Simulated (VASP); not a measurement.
Wanted: the native input for a VASP 6.6.1 run.

| Item | Value |
| --- | --- |
| Task | electric field gradients |
| Functional | PBEsol |
| Potentials or basis | VASP PAW PBE potentials, release 64 (Rb_sv, Cl) |
| Cutoff | 400 eV |
| k mesh | 6 × 6 × 6 |
| Occupations | fermi-dirac, width 0.03 eV |
| Spin | no spin polarisation |
| Dipole correction | no |
| Further INCAR settings | ALGO = Normal; EDIFF = 1e-08; NBANDS = 15 |

The structure of RbCl lies in POSCAR:

```
RbCl
1.0
    0.0000000000      3.2740000000      3.2740000000
    3.2740000000      0.0000000000      3.2740000000
    3.2740000000      3.2740000000      0.0000000000
Rb Cl
1 1
Direct
    0.0000000000      0.0000000000      0.0000000000
    0.5000000000      0.5000000000      0.5000000000
```

One way to write it, as run:

INCAR

```
SYSTEM = RbCl
PREC = Accurate ; ENCUT = 400
EDIFF = 1E-8 ; ISMEAR = -1
SIGMA = 0.03 ; LREAL = .False.
LASPH = .True. ; NELM = 120
ALGO = Normal ; ISIF = 2
LWAVE = .False. ; LCHARG = .False.
GGA = PS ; LEFG = .True.
NBANDS = 15 ; GGA_COMPAT = .False.
```

KPOINTS

```
Automatic mesh
0
Gamma
  6 6 6
  0 0 0
```

Potentials or basis: VASP PAW PBE potentials, release 64 (Rb_sv, Cl).

The run is started by

```console
$ cat potpaw_PBE.64/Rb_sv/POTCAR potpaw_PBE.64/Cl/POTCAR > POTCAR
$ mpirun -np 1 vasp_std > vasp.out
```

It gave:

The pressure is 0.0 GPa, the band gap on the k mesh is 4.89 eV and the largest electric field gradient by atom is zero within the noise of the run.

Caveat: the PAW data sets were made with another functional, which shifts forces and pressure a little.

Wall time 23 s on 1 thread of Intel Xeon 8259CL, with other jobs on the host, peak memory 0.16 GiB.
